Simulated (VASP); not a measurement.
The system is SiAs4.

```
Si As
1.0
     3.28925    0.00000    0.00000
    -1.64463    2.84858    0.00000
     0.00000    0.00000   10.57653
Si As
1 4
Direct
  0.00000 0.00000 0.00000
  0.33333 0.66667 0.86586
  0.33333 0.66667 0.37680
  0.66667 0.33333 0.13414
  0.66667 0.33333 0.62320
```

The cell was built from a structure type or drawn by symmetry, and may not be a known phase.

```yaml
Program: VASP 6.6.1
Task: relaxation of cell and atoms
Functional: PBE
Potentials_or_basis: VASP PAW PBE potentials, release 64 (Si, As)
Cutoff: 600 eV
k_mesh: 6 × 6 × 2
Occupations: gaussian, width 0.1 eV
Spin: no spin polarisation
```

At the start: pressure 4.5 GPa; volume 19.82 Å³/atom.

Q: Where does the relaxation end?

A: Over 19 steps the energy falls by 384.0 meV/atom and the volume is 19.53 Å³/atom (-1.5 %); space group P-3m1 (No. 164, to 0.1 Å) before and after.

Step by step:
```csv
step,energy change (eV),largest force (eV/Å),pressure (GPa),volume (Å³)
1,0.0000,2.0806,4.51,99.10
2,-0.2857,0.5865,-3.97,107.32
3,-0.2893,0.5990,-3.21,106.38
4,-0.6022,0.6043,-2.89,103.43
5,-1.0738,0.7499,-1.49,99.00
6,-1.6171,0.1245,6.63,89.73
7,-1.6918,0.5383,6.30,90.98
8,-1.6952,0.6257,6.30,91.38
9,-1.8121,0.5371,2.81,94.69
10,-1.8607,0.4279,-1.42,99.80
11,-1.8625,0.4426,-0.80,98.99
12,-1.8794,0.3686,-0.64,98.81
13,-1.9088,0.1820,-0.31,98.25
14,-1.9033,0.2021,0.85,97.03
15,-1.9174,0.1268,-0.12,97.80
16,-1.9179,0.1094,0.00,97.67
17,-1.9196,0.0542,-0.03,97.65
18,-1.9200,0.0412,-0.04,97.63
19,-1.9200,0.0351,-0.04,97.63
```

Final structure:
```yaml
crystal:
  lattice:
    - [3.69076, 0.00000, 0.00000]
    - [-1.84538, 3.19629, 0.00000]
    - [0.00000, 0.00000, 8.27585]
  atoms:
    - { symbol: Si, position: [0.00000, 0.00000, 0.00000] }
    - { symbol: As, position: [0.33333, 0.66667, 0.82527] }
    - { symbol: As, position: [0.33333, 0.66667, 0.39805] }
    - { symbol: As, position: [0.66667, 0.33333, 0.17473] }
    - { symbol: As, position: [0.66667, 0.33333, 0.60195] }
```

Caveat: the k points lie up to 0.38 Å⁻¹ apart in the final cell, too coarse for converged energies and pressures of a metal; a cell axis changed by over 15 % at a fixed basis, so the end point is rough.
